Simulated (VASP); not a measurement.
# NaTa4F (F-43m) in VASP: further runs

NaTa4F is run at these levels: PBE; tasks: single point.

All numbers are computed with VASP 6.6.1; they aren't measurements. Logs are shortened: lines on timing, memory, paths and dates and some standing lists are left out, and cuts for length are marked.

## (1) The cell of the first run

It takes space group F-43m (No. 216, cubic). The conventional cell has a = 7.201 Å, b = 7.201 Å, c = 7.201 Å, α = 90.00°, β = 90.00°, γ = 90.00°. Na (site symmetry -43m) has 12 Ta at 2.99 Å and 4 F at 3.12 Å within 3.9 Å. Within 3.3 Å of Ta (site symmetry 3m) lie 6 Ta at 2.52 to 2.58 Å and 3 F at 2.98 Å and 3 Na at 2.99 Å. Within 3.9 Å of F (site symmetry -43m) lie 12 Ta at 2.98 Å and 4 Na at 3.12 Å.

The cell was generated, and may not be a known phase.

## (2) Single point, PBE

File INCAR:

```
ALGO = Normal
EDIFF = 1E-7
ENCUT = 520
GGA = PE
ISIF = 2
ISMEAR = 0
LASPH = T
LCHARG = F
LREAL = F
LWAVE = F
NBANDS = 38
NELM = 60
PREC = Accurate
SIGMA = 0.1
```

File KPOINTS:

```
k-points
0
Gamma
  4 4 4
```

File POSCAR:

```
NaTa4F
1.0
    0.0000000000      3.6004768900      3.6004768900
    3.6004768900      0.0000000000      3.6004768900
    3.6004768900      3.6004768900      0.0000000000
Na Ta F
1 4 1
Direct
    0.7500000000      0.7500000000      0.7500000000
    0.3735206500      0.3735206500      0.8794380400
    0.8794380400      0.3735206500      0.3735206500
    0.3735206500      0.3735206500      0.3735206500
    0.3735206500      0.8794380400      0.3735206500
    0.0000000000      0.0000000000      0.0000000000
```

Potentials or basis: VASP PAW PBE potentials, release 64 (Na_pv, Ta_pv, F).

The run is started by

```sh
> cat potpaw_PBE.64/Na_pv/POTCAR potpaw_PBE.64/Ta_pv/POTCAR potpaw_PBE.64/F/POTCAR > POTCAR
> mpirun -np 1 vasp_std > vasp.out
```

OUTCAR:

```text
EDIFF = 1E-7
   ENCUT = 520
   GGA = PE
   ISIF = 2
   ISMEAR = 0
   LASPH = T
   LREAL = F
   NELM = 60
   PREC = Accurate

 ion  position               nearest neighbor table
   1  0.750  0.750  0.750-   3 2.99   5 2.99   2 2.99   3 2.99   2 2.99   5 2.99   4 2.99   4 2.99
                             4 2.99   2 2.99   3 2.99   5 2.99
   2  0.374  0.374  0.879-   3 2.52   4 2.52   5 2.52   5 2.58   3 2.58   4 2.58   1 2.99   1 2.99
                             1 2.99
   3  0.879  0.374  0.374-   2 2.52   4 2.52   5 2.52   5 2.58   2 2.58   4 2.58   1 2.99   1 2.99
                             1 2.99
   4  0.374  0.374  0.374-   2 2.52   3 2.52   5 2.52   3 2.58   5 2.58   2 2.58   1 2.99   1 2.99
                             1 2.99
   5  0.374  0.879  0.374-   2 2.52   3 2.52   4 2.52   3 2.58   2 2.58   4 2.58   1 2.99   1 2.99
                             1 2.99
   6  0.000  0.000  0.000-

  LATTYP: Found a face centered cubic cell.
 ALAT       =     7.2009537800

  Lattice vectors:

 A1 = (   0.0000000000,   3.6004768900,   3.6004768900)
 A2 = (   3.6004768900,   0.0000000000,   3.6004768900)
 A3 = (   3.6004768900,   3.6004768900,   0.0000000000)

Analysis of symmetry for initial positions (statically):
=====================================================================
 Subroutine PRICEL returns:
 Original cell was already a primitive cell.

 Routine SETGRP: Setting up the symmetry group for a
 face centered cubic supercell.

 Subroutine GETGRP returns: Found 24 space group operations
 (whereof 24 operations were pure point group operations)
 out of a pool of 48 trial point group operations.

The static configuration has the point symmetry T_d .

Analysis of symmetry for dynamics (positions and initial velocities):
=====================================================================
 Subroutine PRICEL returns:
 Original cell was already a primitive cell.

 Routine SETGRP: Setting up the symmetry group for a
 face centered cubic supercell.

 Subroutine GETGRP returns: Found 24 space group operations
 (whereof 24 operations were pure point group operations)
 out of a pool of 48 trial point group operations.

The dynamic configuration has the point symmetry T_d .

 Subroutine INISYM returns: Found 24 space group operations
 (whereof 24 operations are pure point group operations),
 and found     1 'primitive' translations

----------------------------------------------------------------------------------------

                                     Primitive cell

  volume of cell :      93.3491

  direct lattice vectors                    reciprocal lattice vectors
     0.000000000  3.600476890  3.600476890    -0.138870493  0.138870493  0.138870493
     3.600476890  0.000000000  3.600476890     0.138870493 -0.138870493  0.138870493
     3.600476890  3.600476890  0.000000000     0.138870493  0.138870493 -0.138870493

  length of vectors
     5.091843249  5.091843249  5.091843249     0.240530749  0.240530749  0.240530749

  position of ions in fractional coordinates (direct lattice)
     0.750000000  0.750000000  0.750000000
     0.373520650  0.373520650  0.879438040
     0.879438040  0.373520650  0.373520650
     0.373520650  0.373520650  0.373520650
     0.373520650  0.879438040  0.373520650
     0.000000000  0.000000000  0.000000000

  ion indices of the primitive-cell ions
   primitive index   ion index
                 1           1
                 2           2
                 3           3
                 4           4
                 5           5
                 6           6

----------------------------------------------------------------------------------------

 KPOINTS: k-points

Automatic generation of k-mesh.
 Grid dimensions read from file:
 generate k-points for:    4    4    4

 Generating k-lattice:

  Cartesian coordinates                     Fractional coordinates (reciprocal lattice)
    -0.034717623  0.034717623  0.034717623     0.250000000  0.000000000  0.000000000
     0.034717623 -0.034717623  0.034717623     0.000000000  0.250000000  0.000000000
     0.034717623  0.034717623 -0.034717623     0.000000000  0.000000000  0.250000000

  Length of vectors
     0.060132687  0.060132687  0.060132687

  Shift w.r.t. Gamma in fractional coordinates (k-lattice)
     0.000000000  0.000000000  0.000000000

 Subroutine IBZKPT returns following result:
 ===========================================

 Found      8 irreducible k-points:

 Following reciprocal coordinates:
            Coordinates               Weight
  0.000000  0.000000  0.000000      1.000000
  0.250000  0.000000  0.000000      8.000000
  0.500000  0.000000  0.000000      4.000000
  0.250000  0.250000  0.000000      6.000000
  0.500000  0.250000  0.000000     24.000000
 -0.250000  0.250000  0.000000     12.000000
  0.500000  0.500000  0.000000      3.000000
 -0.250000  0.500000  0.250000      6.000000
   k-points           NKPTS =      8   k-points in BZ     NKDIM =      8   number of bands    NBANDS=     38
   number of dos      NEDOS =    301   number of ions     NIONS =      6
   total plane-waves  NPLWV =  64000
   dimension x,y,z NGX =    40 NGY =   40 NGZ =   40
   dimension x,y,z NGXF=    80 NGYF=   80 NGZF=   80
   ions per type =               1   4   1
   NGX,Y,Z   is equivalent  to a cutoff of  13.06, 13.06, 13.06 a.u.
   NGXF,Y,Z  is equivalent  to a cutoff of  26.12, 26.12, 26.12 a.u.
 SYSTEM =  unknown system
   PREC   = accura    normal or accurate (medium, high low for compatibility)
   ISTART =      0    job   : 0-new  1-cont  2-samecut
   ICHARG =      2    charge: 1-file 2-atom 10-const
   ISPIN  =      1    spin polarized calculation?
   LNONCOLLINEAR =      F non collinear calculations
   LSORBIT =      F    spin-orbit coupling
   LASPH  =      T    aspherical Exc in radial PAW
   ENCUT  =  520.0 eV  38.22 Ry    6.18 a.u.   9.47  9.47  9.47*2*pi/ulx,y,z
   NELM   =     60;   NELMIN=  2; NELMDL= -5     # of ELM steps
   EDIFF  = 0.1E-06   stopping-criterion for ELM
   LREAL  =      F    real-space projection
   EDIFFG = 0.1E-05   stopping-criterion for IOM
   NSW    =      0    number of steps for IOM
   IBRION =     -1    ionic relax: 0-MD 1-quasi-New 2-CG
   NFREE  =      0    steps in history (QN), initial steepest desc. (CG)
   ISIF   =      2    stress and relaxation
   ISYM   =      2    0-nonsym 1-usesym 2-fastsym
   POTIM  = 0.5000    time-step for ionic-motion
   TEBEG  =    0.0;   TEEND  =   0.0 temperature during run
   PSTRESS=    0.0 pullay stress
   NELECT =      58.0000    total number of electrons
   NUPDOWN=      -1.0000    fix difference up-down
   EMIN   =  10.00;   EMAX   =-10.00  energy-range for DOS
   EFERMI =   0.00;   METHOD = LEGACY
   ISMEAR =     0;   SIGMA  =   0.10  broadening in eV -4-tet -1-fermi 0-gaus
   EFERMI_NEDOS =   21; number of points for ismear=-14 and -15
   IALGO  =     38    algorithm
   IMIX   =      4    mixing-type and parameters
     AMIX     =   0.40;   BMIX     =  1.00
     AMIX_MAG =   1.60;   BMIX_MAG =  1.00
  volume/ion in A,a.u.               =      15.56       104.99
  Fermi-wavevector in a.u.,A,eV,Ry     =   1.396950  2.639852 26.551345  1.951469
  Thomas-Fermi vector in A             =   2.520254
   LORBIT       =      0    0 simple, 1 ext, 2 COOP (PROOUT), +10 PAW based schemes
   GGA     = PE    functional components
   LHFCALC =     F    Hartree Fock is set to
   AEXX    =    0.0000 exact exchange contribution
   IVDW    =     0    specifies the selected vdW correction
   LEPSILON=     F    determine dielectric tensor
   LRPA    =     F    only Hartree local field effects (RPA)
 non-spin polarized calculation
 Gauss-broadening in eV      SIGMA  =   0.10
  energy-cutoff  :      520.00
  volume of cell :       93.35
 maximum number of plane-waves:      2565
 NGX is ok and might be reduce to    40
   NGX = 19   NGY = 19   NGZ = 19

 number of electron      57.9999982 magnetization

 Free energy of the ion-electron system (eV)
  ---------------------------------------------------
  ext. energy  EPLUGINS =         0.00000000
  ---------------------------------------------------
  free energy    TOTEN  =       -41.49926333 eV

  energy without entropy =      -41.48786348  energy(sigma->0) =      -41.49356340

 E-fermi :   5.2097     XC(G=0): -11.8914

 val. band max:        5.0435452797   @ k =  -0.2500   0.5000   0.2500
 cond. band min:       5.2145495262   @ k =  -0.2500   0.5000   0.2500
 fundamental gap:      0.1710042465
 Fermi energy:         5.2096973209

 k-point     1 :       0.0000    0.0000    0.0000
  band No.  band energies     occupation
      1     -31.0934      2.00000
      2     -29.5957      2.00000
      3     -29.5957      2.00000
      4     -29.5957      2.00000
      5     -29.1135      2.00000
      6     -29.1135      2.00000
[... 30 lines left out ...]
     37       9.7062      0.00000
     38       9.7062      0.00000

 k-point     2 :       0.2500    0.0000    0.0000
  band No.  band energies     occupation
      1     -30.8363      2.00000
      2     -29.5044      2.00000
      3     -29.4798      2.00000
      4     -29.4798      2.00000
      5     -29.0301      2.00000
      6     -29.0301      2.00000
[... 30 lines left out ...]
     37       9.7429      0.00000
     38       9.7429      0.00000

 k-point     3 :       0.5000    0.0000    0.0000
  band No.  band energies     occupation
      1     -30.5395      2.00000
      2     -29.3865      2.00000
      3     -29.3865      2.00000
      4     -29.0770      2.00000
      5     -28.8523      2.00000
      6     -28.7119      2.00000
[... 30 lines left out ...]
     37       9.5716      0.00000
[... 125 lines left out ...]
 k-point     7 :       0.5000    0.5000    0.0000
  band No.  band energies     occupation
      1     -30.0154      2.00000
      2     -29.8425      2.00000
      3     -28.9521      2.00000
      4     -28.8567      2.00000
      5     -28.8567      2.00000
      6     -28.8141      2.00000
[... 30 lines left out ...]
     37       6.6766      0.00000
     38       9.7288      0.00000

 k-point     8 :      -0.2500    0.5000    0.2500
  band No.  band energies     occupation
      1     -29.9754      2.00000
      2     -29.7713      2.00000
      3     -29.2026      2.00000
      4     -29.1453      2.00000
      5     -28.8252      2.00000
      6     -28.7488      2.00000
[... 30 lines left out ...]
     37       8.1027      0.00000
     38       8.3906      0.00000

------------------------ aborting loop because EDIFF is reached ----------------------------------------

  FORCE on cell =-STRESS in cart. coord.  units (eV):
  Direction    XX          YY          ZZ          XY          YZ          ZX
  --------------------------------------------------------------------------------------
  -------------------------------------------------------------------------------------
  Total       26.0625201     26.0625201     26.0625201      0.0000000      0.0000000      0.0000000
  in kB      447.3185532    447.3185532    447.3185532      0.0000000      0.0000000      0.0000000
  external PRESSURE =     447.3185532 kB  Pullay stress =       0.0000000 kB

 VOLUME and BASIS-vectors are now :
 -----------------------------------------------------------------------------
  energy-cutoff  :      520.00
  volume of cell :       93.35
      direct lattice vectors                 reciprocal lattice vectors
     0.000000000  3.600476890  3.600476890    -0.138870493  0.138870493  0.138870493
     3.600476890  0.000000000  3.600476890     0.138870493 -0.138870493  0.138870493
     3.600476890  3.600476890  0.000000000     0.138870493  0.138870493 -0.138870493

 POSITION                                       TOTAL-FORCE (eV/Angst)
 -----------------------------------------------------------------------------------
      5.40072      5.40072      5.40072         0.000000      0.000000      0.000000
      4.51125      4.51125      2.68970        -1.290657     -1.290657      1.290657
      2.68970      4.51125      4.51125         1.290657     -1.290657     -1.290657
      2.68970      2.68970      2.68970         1.290657      1.290657      1.290657
      4.51125      2.68970      4.51125        -1.290657      1.290657     -1.290657
      0.00000      0.00000      0.00000         0.000000      0.000000      0.000000
 -----------------------------------------------------------------------------------
    total drift:                                0.000022      0.000022      0.000022

  FREE ENERGIE OF THE ION-ELECTRON SYSTEM (eV)
  ---------------------------------------------------
  free  energy   TOTEN  =       -41.4992633255 eV

  energy  without entropy=      -41.4878634782  energy(sigma->0) =      -41.49356340
```

Run time: 23 s. Hardware: 1 thread of Intel Xeon 6975P-C (Granite Rapids), shared host; peak memory 0.24 GiB.

Results:

| Quantity | Value |
| --- | --- |
| Free energy | -41.4993 eV |
| Pressure | 44.7 GPa |
| Largest force | 2.235 eV/Å |
| Band gap on the k mesh | zero (bands 29 and 30 overlap by 0.49 eV) |

Forces on the atoms (eV/Å):
```
Na   0.000  0.000  0.000
Ta  -1.291 -1.291  1.291
Ta   1.291 -1.291 -1.291
Ta   1.291  1.291  1.291
Ta  -1.291  1.291 -1.291
F    0.000  0.000  0.000
```

Caveat: the k points lie up to 0.38 Å⁻¹ apart; spin-orbit coupling is left out, which moves the levels of the heavy elements; forces of over 1 eV/Å act on the atoms, so gaps and moduli don't describe the material at rest.

## (3) Single point, PBE

This run uses another cell than the first one, of 20.72 Å³/atom.

File INCAR:

```
SYSTEM = NaTa4F
ALGO = Normal
EDIFF = 1E-6
ENCUT = 520
GGA = PE
ISIF = 2
ISMEAR = 0
LASPH = .TRUE.
LCHARG = .FALSE.
LREAL = .FALSE.
LWAVE = .FALSE.
NBANDS = 38
NELM = 60
PREC = Accurate
SIGMA = 0.1
```

File KPOINTS:

```
k-points
0
G
  4 4 4
  0 0 0
```

File POSCAR:

```
NaTa4F
1.0
    0.0000000000      3.9613859804      3.9613859804
    3.9613859804      0.0000000000      3.9613859804
    3.9613859804      3.9613859804      0.0000000000
Na Ta F
1 4 1
Direct
    0.7500000000      0.7500000000      0.7500000000
    0.3785439611      0.3785439611      0.8643681167
    0.8643681167      0.3785439611      0.3785439611
    0.3785439611      0.3785439611      0.3785439611
    0.3785439611      0.8643681167      0.3785439611
    0.0000000000      0.0000000000      0.0000000000
```

Potentials or basis: VASP PAW PBE potentials, release 64 (Na_pv, Ta_pv, F).

The run is started by

```sh
> cat potpaw_PBE.64/Na_pv/POTCAR potpaw_PBE.64/Ta_pv/POTCAR potpaw_PBE.64/F/POTCAR > POTCAR
> mpirun -np 1 vasp_std > vasp.out
```

OUTCAR:

```text
SYSTEM = NaTa4F
   EDIFF = 1E-6
   ENCUT = 520
   GGA = PE
   ISIF = 2
   ISMEAR = 0
   LASPH = .TRUE.
   LREAL = .FALSE.
   NELM = 60
   PREC = Accurate

 ion  position               nearest neighbor table
   1  0.750  0.750  0.750-
   2  0.379  0.379  0.864-   3 2.72   4 2.72   5 2.72   4 2.88   5 2.88   3 2.88
   3  0.864  0.379  0.379-   2 2.72   4 2.72   5 2.72   4 2.88   2 2.88   5 2.88
   4  0.379  0.379  0.379-   2 2.72   3 2.72   5 2.72   2 2.88   5 2.88   3 2.88
[... 518 lines left out ...]
  -------------------------------------------------------------------------------------
  Total        0.0935531      0.0935531      0.0935531     -0.0000000     -0.0000000     -0.0000000
  in kB        1.2055840      1.2055840      1.2055840     -0.0000000     -0.0000000     -0.0000000
  external PRESSURE =       1.2055840 kB  Pullay stress =       0.0000000 kB

 VOLUME and BASIS-vectors are now :
 -----------------------------------------------------------------------------
  energy-cutoff  :      520.00
  volume of cell :      124.33
      direct lattice vectors                 reciprocal lattice vectors
     0.000000000  3.961385980  3.961385980    -0.126218450  0.126218450  0.126218450
     3.961385980  0.000000000  3.961385980     0.126218450 -0.126218450  0.126218450
     3.961385980  3.961385980  0.000000000     0.126218450  0.126218450 -0.126218450

 POSITION                                       TOTAL-FORCE (eV/Angst)
 -----------------------------------------------------------------------------------
      5.94208      5.94208      5.94208         0.000000      0.000000      0.000000
      4.92365      4.92365      2.99912         0.001424      0.001424     -0.001424
      2.99912      4.92365      4.92365        -0.001424      0.001424      0.001424
      2.99912      2.99912      2.99912        -0.001424     -0.001424     -0.001424
      4.92365      2.99912      4.92365         0.001424     -0.001424      0.001424
      0.00000      0.00000      0.00000         0.000000      0.000000      0.000000
 -----------------------------------------------------------------------------------
    total drift:                               -0.000000     -0.000000     -0.000000

  FREE ENERGIE OF THE ION-ELECTRON SYSTEM (eV)
  ---------------------------------------------------
  free  energy   TOTEN  =       -45.1379272636 eV

  energy  without entropy=      -45.1168641080  energy(sigma->0) =      -45.12739569
```

Wall time 28 s (1 thread of Intel Xeon 6975P-C (Granite Rapids), shared host); peak memory 0.26 GiB.

What came out:

* Free energy: -45.1379 eV
* Pressure: 0.1 GPa
* Band gap on the k mesh: zero (bands 29 and 30 overlap by 0.17 eV)

Forces in eV/Å, atoms in the order of the input:
```
Na   0.000  0.000  0.000
Ta   0.001  0.001 -0.001
Ta  -0.001  0.001  0.001
Ta  -0.001 -0.001 -0.001
Ta   0.001 -0.001  0.001
F    0.000  0.000  0.000
```

Levels at points of the mesh, in eV from the Fermi level:
| k point | band 27 | band 28 | band 29 | band 30 | band 31 | band 32 |
| --- | --- | --- | --- | --- | --- | --- |
| (0.00, 0.00, 0.00) | -0.99 | -0.99 | -0.99 | 3.13 | 3.13 | 3.13 |
| (0.50, 0.00, 0.00) | -0.61 | -0.11 | 0.15 | 0.56 | 0.56 | 0.74 |
| (0.50, 0.50, 0.00) | -0.57 | -0.06 | -0.06 | 0.12 | 0.32 | 0.78 |

Caveat: spin-orbit coupling is left out, which moves the levels of the heavy elements.

The gap in the log of VASP goes by the Fermi energy; the results here count the filled bands.